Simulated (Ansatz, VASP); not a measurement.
# One calculation of In, two programs

INCAR

```
SYSTEM = In
  PREC = Accurate
  ENCUT = 520
  EDIFF = 1E-6
  ISMEAR = -1
  SIGMA = 0.05
  LREAL = .FALSE.
  LASPH = .TRUE.
  NELM = 100
  ALGO = Normal
  ISIF = 2
  LWAVE = .FALSE.
  LCHARG = .FALSE.
  GGA = CA
  NBANDS = 20
```

KPOINTS

```
regular mesh
0
G
  12 12 12
  0 0 0
```

File POSCAR:

```
In
1.0
    0.0000000000      3.2313191767      3.2313191767
    3.2313191767      0.0000000000      3.2313191767
    3.2313191767      3.2313191767      0.0000000000
In
2
Direct
   -0.1250000000     -0.1250000000     -0.1250000000
    0.1250000000      0.1250000000      0.1250000000
```

Input for Ansatz:

```yaml
crystal:
  lattice:
    - [0.0, 3.2313191767, 3.2313191767]
    - [3.2313191767, 0.0, 3.2313191767]
    - [3.2313191767, 3.2313191767, 0.0]
  atoms:
    - { symbol: In, position: [-0.125, -0.125, -0.125] }
    - { symbol: In, position: [0.125, 0.125, 0.125] }
kpoints:
  mp_grid: { grid: [12, 12, 12] }
  band_path:
    path:
      - [0.0, 0.0, 0.0]
      - [0.5, 0.0, 0.5]
      - [0.625, 0.25, 0.625]
      - [0.375, 0.375, 0.75]
      - [0.0, 0.0, 0.0]
      - [0.5, 0.5, 0.5]
      - [0.5, 0.25, 0.75]
      - [0.5, 0.0, 0.5]
    npoints: 14
scf:
  occupations: { method: fermi_dirac, width: 0.05 }
hamiltonian:
  xc: lda
  pseudopotentials: { kind: all_electron, lapw: { basis_error: 0.001 } }
output:
  forces: true
  stress: true
  eigenvalues: true
  populations: true
  dos: { projected: true, de: 0.2, e_range: [-14, 8] }
```

Alike in both runs: task single point; functional LDA; k mesh 12 × 12 × 12; occupations fermi-dirac, width 0.05 eV; no spin polarisation.

|  | VASP | Ansatz |
| --- | --- | --- |
| version | VASP 6.6.1 | Ansatz 0.2.0 |
| potentials or method | VASP PAW LDA potentials, release 64 (In_d), cutoff 520 eV | all-electron LAPW, scalar-relativistic |

```csv
,VASP,Ansatz,Ansatz less VASP
pressure (GPa),0.0,0.0,-0.03
```

LDA's correlation is that of Perdew and Zunger in VASP and of Perdew and Wang (1992) in Ansatz. Ansatz ran all-electron here, and VASP with PAW potentials.
